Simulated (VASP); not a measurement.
Crystal: CaO.

```
Ca O
1.0
     0.00000    2.62132    2.62132
     2.62132    0.00000    2.62132
     2.62132    2.62132    0.00000
Ca O
1 1
Direct
  0.00000 0.00000 0.00000
  0.25000 0.25000 0.25000
```

- Program: VASP 6.6.1
- Task: relaxation of cell and atoms
- Functional: PBEsol
- Potentials or basis: VASP PAW PBE potentials, release 64 (Ca_sv, O)
- Cutoff: 600 eV
- k mesh: 8 × 8 × 8
- Occupations: fermi-dirac, width 0.02 eV
- Spin: no spin polarisation

At the start: pressure -2.4 GPa; volume 18.01 Å³/atom.

Task: How do energy, volume and symmetry change on relaxing?

Result: Over 3 steps the energy falls by 4.3 meV/atom and the volume is 17.46 Å³/atom (-3.1 %); space group F-43m (No. 216, to 0.05 Å).

The path:
```csv
step,energy change (eV),largest force (eV/Å),pressure (GPa),volume (Å³)
1,0.0000,0.0000,-2.38,36.02
2,-0.0080,0.0000,0.65,34.65
3,-0.0085,0.0000,0.01,34.91
```

Final structure:
```
Ca O
1.0
     0.00000    2.59414    2.59414
     2.59414    0.00000    2.59414
     2.59414    2.59414    0.00000
Ca O
1 1
Direct
  0.00000 0.00000 0.00000
  0.25000 0.25000 0.25000
```

Caveat: the PAW data sets were made with another functional, which shifts forces and pressure a little.
